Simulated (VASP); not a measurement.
# Mn (Pm-3m) in VASP: a series of runs, part 2 of 2

VASP 6.6.1. The steps go on from the part before.

### Step 3. Single point, PBEsol (volume scaled by 0.92)

INCAR reads:

```
  PREC = Accurate
  ENCUT = 520
  EDIFF = 1E-6
  ISMEAR = -1
  SIGMA = 0.1
  LREAL = F
  LASPH = T
  NELM = 60
  ALGO = Normal
  ISIF = 2
  LWAVE = F
  LCHARG = F
  GGA = PS
  NBANDS = 12
```

KPOINTS reads:

```
Automatic mesh
0
Gamma
  16 16 16
```

POSCAR reads:

```
Mn
1.0
    2.1914249592      0.0000000000      0.0000000000
    0.0000000000      2.1914249592      0.0000000000
    0.0000000000      0.0000000000      2.1914249592
Mn
1
Direct
    0.0000000000      0.0000000000      0.0000000000
```

Potentials or basis: VASP PAW PBE potentials, release 64 (Mn_pv).

On the command line:

```bash
$ cat potpaw_PBE.64/Mn_pv/POTCAR > POTCAR
$ mpirun -np 1 vasp_std > vasp.out
```

OUTCAR:

```text
PREC = Accurate
   ENCUT = 520
   EDIFF = 1E-6
   ISMEAR = -1
   LREAL = F
   LASPH = T
   NELM = 60
   ISIF = 2
   GGA = PS

 ion  position               nearest neighbor table
   1  0.000  0.000  0.000-

  LATTYP: Found a simple cubic cell.
 ALAT       =     2.1914249592

  Lattice vectors:

 A1 = (   2.1914249592,   0.0000000000,   0.0000000000)
 A2 = (   0.0000000000,   2.1914249592,   0.0000000000)
 A3 = (   0.0000000000,   0.0000000000,   2.1914249592)

Analysis of symmetry for initial positions (statically):
=====================================================================
 Subroutine PRICEL returns:
 Original cell was already a primitive cell.

 Routine SETGRP: Setting up the symmetry group for a
 simple cubic supercell.

 Subroutine GETGRP returns: Found 48 space group operations
 (whereof 48 operations were pure point group operations)
 out of a pool of 48 trial point group operations.

The static configuration has the point symmetry O_h .

Analysis of symmetry for dynamics (positions and initial velocities):
=====================================================================
 Subroutine PRICEL returns:
 Original cell was already a primitive cell.

 Routine SETGRP: Setting up the symmetry group for a
 simple cubic supercell.

 Subroutine GETGRP returns: Found 48 space group operations
 (whereof 48 operations were pure point group operations)
 out of a pool of 48 trial point group operations.

The dynamic configuration has the point symmetry O_h .

 Subroutine INISYM returns: Found 48 space group operations
 (whereof 48 operations are pure point group operations),
 and found     1 'primitive' translations

----------------------------------------------------------------------------------------

                                     Primitive cell
[... 106 lines left out ...]
   IALGO  =     38    algorithm
   IMIX   =      4    mixing-type and parameters
     AMIX     =   0.40;   BMIX     =  1.00
     AMIX_MAG =   1.60;   BMIX_MAG =  1.00
  volume/ion in A,a.u.               =      10.52        71.02
  Fermi-wavevector in a.u.,A,eV,Ry     =   1.756559  3.319415 41.980757  3.085499
  Thomas-Fermi vector in A             =   2.826085
   LORBIT       =      0    0 simple, 1 ext, 2 COOP (PROOUT), +10 PAW based schemes
   GGA     = PS    functional components
   LHFCALC =     F    Hartree Fock is set to
   AEXX    =    0.0000 exact exchange contribution
   IVDW    =     0    specifies the selected vdW correction
   LEPSILON=     F    determine dielectric tensor
   LRPA    =     F    only Hartree local field effects (RPA)
 non-spin polarized calculation
  energy-cutoff  :      520.00
  volume of cell :       10.52
 maximum number of plane-waves:       300
   NGX =  9   NGY =  9   NGZ =  9

 number of electron      12.9999993 magnetization

 Free energy of the ion-electron system (eV)
  ---------------------------------------------------
  ext. energy  EPLUGINS =         0.00000000
  ---------------------------------------------------
  free energy    TOTEN  =        -8.73409145 eV

  energy without entropy =       -8.68075569  energy(sigma->0) =       -8.70742357

 E-fermi :  11.0454     XC(G=0): -14.1894

 val. band max:       11.0400395374   @ k =   0.4375   0.4375   0.0625
 cond. band min:      11.0502360512   @ k =   0.5000   0.3750   0.2500
 fundamental gap:      0.0101965138
 Fermi energy:        11.0453686866

 k-point     1 :       0.0000    0.0000    0.0000
  band No.  band energies     occupation
      1     -36.4587      2.00000
      2     -36.4587      2.00000
      3     -36.4587      2.00000
      4       2.4313      2.00000
      5       6.7330      2.00000
      6       6.7330      2.00000
      7      13.0173      0.00000
      8      13.0173      0.00000
      9      13.0173      0.00000
     10      32.9742      0.00000
     11      32.9742      0.00000
     12      32.9742      0.00000
[... 331 lines left out ...]
 k-point    24 :       0.5000    0.1250    0.0000
  band No.  band energies     occupation
      1     -37.7019      2.00000
      2     -36.5254      2.00000
      3     -36.3287      2.00000
      4       7.4634      2.00000
      5       8.1350      2.00000
      6       8.3500      2.00000
      7      10.8898      1.65133
      8      12.4717      0.00000
      9      12.9068      0.00000
     10      18.7953      0.00000
     11      33.3227      0.00000
     12      38.2059      0.00000

 [... further k-points ...]
[... 5 lines left out ...]
  --------------------------------------------------------------------------------------
  -------------------------------------------------------------------------------------
  Total        1.5835662      1.5835662      1.5835662      0.0000000     -0.0000000      0.0000000
  in kB      241.0832328    241.0832328    241.0832328      0.0000000     -0.0000000      0.0000000
  external PRESSURE =     241.0832328 kB  Pullay stress =       0.0000000 kB

 VOLUME and BASIS-vectors are now :
 -----------------------------------------------------------------------------
  energy-cutoff  :      520.00
  volume of cell :       10.52
      direct lattice vectors                 reciprocal lattice vectors
     2.191424959  0.000000000  0.000000000     0.456324090  0.000000000  0.000000000
     0.000000000  2.191424959  0.000000000     0.000000000  0.456324090  0.000000000
     0.000000000  0.000000000  2.191424959     0.000000000  0.000000000  0.456324090

 POSITION                                       TOTAL-FORCE (eV/Angst)
 -----------------------------------------------------------------------------------
      0.00000      0.00000      0.00000         0.000000      0.000000      0.000000
 -----------------------------------------------------------------------------------
    total drift:                               -0.000000     -0.000000      0.000000

  FREE ENERGIE OF THE ION-ELECTRON SYSTEM (eV)
  ---------------------------------------------------
  free  energy   TOTEN  =        -8.7340914515 eV

  energy  without entropy=       -8.6807556914  energy(sigma->0) =       -8.70742357
```

OSZICAR:

```text
N       E                     dE             d eps       ncg     rms          rms(c)
DAV:   1     0.811017274838E+02    0.81102E+02   -0.78173E+03  4044   0.141E+03
DAV:   2    -0.840289410737E+01   -0.89505E+02   -0.85590E+02  4080   0.320E+02
DAV:   3    -0.984444138340E+01   -0.14415E+01   -0.14358E+01  4360   0.475E+01
DAV:   4    -0.985324227555E+01   -0.88009E-02   -0.88006E-02  4252   0.361E+00
DAV:   5    -0.985335235055E+01   -0.11008E-03   -0.11007E-03  4348   0.402E-01    0.135E+01
DAV:   6    -0.876880330567E+01    0.10845E+01   -0.34139E+00  4144   0.337E+01    0.149E+00
DAV:   7    -0.874192155373E+01    0.26882E-01   -0.86253E-02  4328   0.524E+00    0.125E+00
DAV:   8    -0.873407201278E+01    0.78495E-02   -0.32757E-03  4424   0.738E-01    0.839E-02
DAV:   9    -0.873410058900E+01   -0.28576E-04   -0.29630E-04  4156   0.269E-01    0.236E-02
DAV:  10    -0.873409029144E+01    0.10298E-04   -0.63632E-06  4424   0.383E-02    0.548E-03
DAV:  11    -0.873409138441E+01   -0.10930E-05   -0.74675E-07  2476   0.158E-02    0.510E-04
DAV:  12    -0.873409145151E+01   -0.67097E-07   -0.28791E-08  2084   0.236E-03
   1 F= -.87340915E+01 E0= -.87074236E+01  d E =-.533358E-01
```

Run time: 3.8 s. Hardware: 1 thread of Intel Xeon 6975P-C (Granite Rapids), shared host; peak memory 0.12 GiB.

What came out:

```yaml
Free_energy: -8.7341 eV
Pressure: 24.1 GPa
```

Caveat: the cell differs from its parent crystal (volume scaled by 0.92); the PAW data sets were made with another functional, which shifts forces and pressure a little; the run has no spin polarisation, though such a crystal can be magnetic. Spin polarisation is off, so any magnetic state and its effect on volume and gap are missing.

### Step 4. Single point, PBEsol (volume scaled by 0.96)

INCAR reads:

```
PREC = Accurate
ENCUT = 520
EDIFF = 1E-6
ISMEAR = -1
SIGMA = 0.1
LREAL = F
LASPH = T
NELM = 80
ALGO = Normal
ISIF = 2
LWAVE = F
LCHARG = T
GGA = PS
LELF = T
LVHAR = T
NBANDS = 12
```

KPOINTS is that of step 3.

POSCAR reads:

```
Mn
1.0
    2.2227352603      0.0000000000      0.0000000000
    0.0000000000      2.2227352603      0.0000000000
    0.0000000000      0.0000000000      2.2227352603
Mn
1
Direct
    0.0000000000      0.0000000000      0.0000000000
```

On the command line:

```bash
$ cat potpaw_PBE.64/Mn_pv/POTCAR > POTCAR
$ mpirun -np 1 vasp_std > vasp.out
```

Run time: 6.9 s. Hardware: 1 thread of Intel Xeon 6975P-C (Granite Rapids), shared host; peak memory 0.13 GiB.

It converged, with:

```
Free energy : -8.7837 eV
Pressure    : 11.0 GPa
```

Levels at points of the mesh, in eV from the Fermi level:
```csv
k point,band 4,band 5,band 6,band 7,band 8,band 9
"(0.00, 0.00, 0.00)",-8.41,-4.08,-4.08,1.86,1.86,1.86
"(0.50, 0.00, 0.00)",-3.85,-3.27,-1.13,-0.20,-0.20,2.04
"(0.50, 0.50, 0.00)",-5.54,-2.44,0.24,0.24,3.26,6.48
"(0.50, 0.50, 0.50)",-3.82,-3.82,-3.82,3.37,3.37,12.05
```

Caveat: the cell differs from its parent crystal (volume scaled by 0.96); the PAW data sets were made with another functional, which shifts forces and pressure a little; the run has no spin polarisation, though such a crystal can be magnetic. Spin polarisation is off, so any magnetic state and its effect on volume and gap are missing.

### Step 5. Single point, PBEsol

This run uses another cell than the first one, of 11.44 Å³/atom, 1.136 times its volume.

INCAR reads:

```
SYSTEM = Mn
  ALGO = Normal
  EDIFF = 1E-6
  ENCUT = 520
  GGA = PS
  ISIF = 2
  ISMEAR = -1
  LASPH = .True.
  LCHARG = .False.
  LREAL = .False.
  LWAVE = .False.
  NBANDS = 12
  NELM = 60
  PREC = Accurate
  SIGMA = 0.1
```

KPOINTS reads:

```
k-points
0
Gamma
  16 16 16
  0 0 0
```

POSCAR reads:

```
Mn
1.0
    2.2531874726      0.0000000000      0.0000000000
    0.0000000000      2.2531874726      0.0000000000
    0.0000000000      0.0000000000      2.2531874726
Mn
1
Direct
    0.0000000000      0.0000000000      0.0000000000
```

On the command line:

```bash
$ cat potpaw_PBE.64/Mn_pv/POTCAR > POTCAR
$ mpirun -np 1 vasp_std > vasp.out
```

It took 6.5 s on 1 thread of Intel Xeon 6975P-C (Granite Rapids), shared host; peak memory 0.13 GiB.

Results (log left out):

```yaml
Free_energy: -8.7996 eV
Pressure: 0.4 GPa
```

Levels at points of the mesh, in eV from the Fermi level:
```tsv
k point	band 4	band 5	band 6	band 7	band 8	band 9
(0.00, 0.00, 0.00)	-8.21	-3.86	-3.86	1.75	1.75	1.75
(0.50, 0.00, 0.00)	-3.74	-3.10	-1.09	-0.18	-0.18	1.93
(0.50, 0.50, 0.00)	-5.22	-2.34	0.23	0.23	3.08	6.24
(0.50, 0.50, 0.50)	-3.60	-3.60	-3.60	3.18	3.18	12.02
```

Caveat: the PAW data sets were made with another functional, which shifts forces and pressure a little; the run has no spin polarisation, though such a crystal can be magnetic. Spin polarisation is off, so any magnetic state and its effect on volume and gap are missing.

### Step 6. Single point, PBEsol (volume scaled by 1.04)

INCAR reads:

```
SYSTEM = Mn
  PREC = Accurate
  ENCUT = 520
  EDIFF = 1E-6
  ISMEAR = -1
  SIGMA = 0.1
  LREAL = .False.
  LASPH = .True.
  NELM = 60
  ALGO = Normal
  ISIF = 2
  LWAVE = .False.
  LCHARG = .False.
  GGA = PS
  NBANDS = 12
```

KPOINTS reads:

```
regular mesh
0
Gamma
  16 16 16
  0 0 0
```

POSCAR reads:

```
Mn
1.0
    2.2828380764      0.0000000000      0.0000000000
    0.0000000000      2.2828380764      0.0000000000
    0.0000000000      0.0000000000      2.2828380764
Mn
1
Direct
    0.0000000000      0.0000000000      0.0000000000
```

Potentials or basis: VASP PAW PBE potentials, release 64 (Mn_pv).

On the command line:

```bash
$ cat potpaw_PBE.64/Mn_pv/POTCAR > POTCAR
$ mpirun -np 1 vasp_std > vasp.out
```

Wall time 6.6 s (1 thread of Intel Xeon 6975P-C (Granite Rapids), shared host); peak memory 0.13 GiB.

Results (log left out):

* Free energy: -8.7882 eV
* Pressure: -8.2 GPa

Levels at points of the mesh, in eV from the Fermi level:
```
           k point  band 4  band 5  band 6  band 7  band 8  band 9
(0.00, 0.00, 0.00)   -8.02   -3.66   -3.66    1.66    1.66    1.66
(0.50, 0.00, 0.00)   -3.64   -2.94   -1.05   -0.17   -0.17    1.82
(0.50, 0.50, 0.00)   -4.94   -2.25    0.22    0.22    2.91    6.03
(0.50, 0.50, 0.50)   -3.40   -3.40   -3.40    3.01    3.01   11.98
```

Caveat: the cell differs from its parent crystal (volume scaled by 1.04); the PAW data sets were made with another functional, which shifts forces and pressure a little; the run has no spin polarisation, though such a crystal can be magnetic.

### Step 7. Overview

```csv
cell,gap on the mesh (eV),pressure (GPa)
"a = 2.159 Å, 1 atom",none,40.4
"a = 2.191 Å, 1 atom",none,24.1
"a = 2.223 Å, 1 atom",none,11.0
"a = 2.253 Å, 1 atom",none,0.4
"a = 2.283 Å, 1 atom",none,-8.2
```

Alike in all rows: task single point; level PBEsol; potentials or basis VASP PAW PBE potentials, release 64 (Mn_pv); no spin polarisation; k mesh 16 × 16 × 16; cutoff (eV) 520; smearing fermi-dirac 0.1 eV.

Caveats: the PAW data sets were made with another functional, which shifts forces and pressure a little; the run has no spin polarisation, though such a crystal can be magnetic.

Total energies depend on the potentials used, so only differences within one code and one set of settings carry meaning.
